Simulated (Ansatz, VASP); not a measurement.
**Al in VASP and in Ansatz**

File INCAR:

```
SYSTEM = Al
PREC     = Accurate       ! precision mode
ENCUT    = 520            ! plane-wave cutoff, eV
EDIFF    = 1E-6           ! SCF threshold, eV
ISMEAR   = 0              ! smearing method
SIGMA    = 0.15           ! smearing width, eV
LREAL    = .FALSE.        ! projectors in reciprocal space
LASPH    = .TRUE.         ! aspherical terms in the spheres
NELM     = 80             ! most SCF steps
ALGO     = Normal         ! electronic algorithm
ISIF     = 2              ! what is computed and relaxed
LWAVE    = .FALSE.        ! write WAVECAR
LCHARG   = .FALSE.        ! write CHGCAR
GGA      = PE             ! functional
IVDW     = 12             ! dispersion correction
NBANDS   = 8              ! bands
```

Contents of KPOINTS:

```
Automatic mesh
0
G
  22 22 22
  0 0 0
```

POSCAR

```
Al
1.0
    0.0000000000      2.1366435994      1.4522766545
    2.1366435994      0.0000000000      1.4522766545
    2.1366435994      2.1366435994      0.0000000000
Al
1
Direct
    0.0000000000      0.0000000000      0.0000000000
```

Input for Ansatz:

```yaml
crystal:
  lattice:
    - [0.0, 2.1366435994, 1.4522766545]
    - [2.1366435994, 0.0, 1.4522766545]
    - [2.1366435994, 2.1366435994, 0.0]
  atoms:
    - { symbol: Al, position: [0.0, 0.0, 0.0] }
basis:
  ecutwfc: 420
kpoints:
  mp_grid: { grid: [22, 22, 22] }
hamiltonian:
  xc: pbe
  pseudopotentials: { kind: paw, azcp: { folder: soft_1 } }
  dispersion: d3bj
scf:
  occupations: { method: gaussian, width: 0.15 }
output:
  forces: true
  stress: true
  eigenvalues: true
```

Alike in both runs: task single point; functional PBE; dispersion D3(BJ); k mesh 22 × 22 × 22; occupations gaussian, width 0.15 eV; no spin polarisation.

|  | VASP | Ansatz |
| --- | --- | --- |
| version | VASP 6.6.1 | Ansatz 0.2.0 |
| potentials or method | VASP PAW PBE potentials, release 64 (Al), cutoff 520 eV | scalar-relativistic, plane waves, PAW |
| valence electrons in the cell | 3 | 3 |

Ansatz gave:

```
gap on the k mesh at the Fermi level (eV)                     : none
pressure (GPa)                                                : 23.1
traceless stress, the component that is largest in VASP (GPa) : -1.09
```

Task: What did VASP give for the same quantities?

Result: gap on the k mesh at the Fermi level (eV): none; pressure (GPa): 23.2; traceless stress, the component that is largest in VASP (GPa): -1.10.

A gap of «none» marks a metal or a gap that the smearing closes.
